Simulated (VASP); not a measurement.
Set up this calculation in VASP 6.6.1, as the native input.

```yaml
Task: single point
Functional: r2SCAN
Potentials_or_basis: VASP PAW PBE potentials, release 64 (Hf_pv, O)
Cutoff: 520 eV
k_mesh: 8 × 8 × 8
Occupations: gaussian, width 0.05 eV
Spin: no spin polarisation
Dipole_correction: no
Further_INCAR_settings: ALGO = Normal; EDIFF = 1e-07; NBANDS = 18
```

The system is HfO2.

```
CELL_PARAMETERS angstrom
0.00000 2.55750 2.55750
2.55750 0.00000 2.55750
2.55750 2.55750 0.00000
ATOMIC_POSITIONS crystal
Hf 0.99022 0.00978 0.00978
O 0.25000 0.25000 0.25000
O 0.75000 0.75000 0.75000
```

This cell differs from its parent crystal: all Hf atoms moved +0.050 Å, as atom 1 along Cartesian [1 0 0].

The input as run:

POSCAR

```
HfO2
1.0
    0.0000000000      2.5575000000      2.5575000000
    2.5575000000      0.0000000000      2.5575000000
    2.5575000000      2.5575000000      0.0000000000
Hf O
1 2
Direct
   -0.0097751711      0.0097751711      0.0097751711
    0.2500000000      0.2500000000      0.2500000000
    0.7500000000      0.7500000000      0.7500000000
```

INCAR.step1

```
PREC = Accurate ; ENCUT = 520
ISMEAR = 0 ; SIGMA = 0.05
LREAL = F ; LASPH = T
NELM = 80 ; NBANDS = 18
GGA = PE ; ALGO = Normal
EDIFF = 1E-4 ; LWAVE = T
LCHARG = F
```

INCAR.step2

```
PREC = Accurate ; ENCUT = 520
EDIFF = 1E-7 ; ISMEAR = 0
SIGMA = 0.05 ; LREAL = F
LASPH = T ; NELM = 80
ALGO = Normal ; ISIF = 2
LWAVE = F ; LCHARG = F
METAGGA = R2SCAN ; LMIXTAU = T
NBANDS = 18 ; ISTART = 1
```

KPOINTS

```
Automatic mesh
0
Gamma
  8 8 8
```

Potentials or basis: VASP PAW PBE potentials, release 64 (Hf_pv, O).

Command:

```sh
$ cat potpaw_PBE.64/Hf_pv/POTCAR potpaw_PBE.64/O/POTCAR > POTCAR
$ cp INCAR.step1 INCAR
$ mpirun -np 1 vasp_std > vasp.out
$ cp INCAR.step2 INCAR
$ mpirun -np 1 vasp_std > vasp.out
```

It gave:

The pressure is -11.8 GPa and the largest force is 0.184 eV/Å. The band gap on the k mesh is 4.21 eV, direct.

Caveat: the cell differs from its parent crystal (all Hf atoms moved +0.050 Å, as atom 1 along Cartesian [1 0 0]); the PAW data sets were made with another functional, which shifts forces and pressure a little; spin-orbit coupling is left out, which moves the levels of the heavy elements.

It took 4.5 min on 1 thread of Intel(R) Xeon(R) Platinum 8375C CPU @ 2.90GHz (Ice Lake) (shared host), peak memory 0.18 GiB.
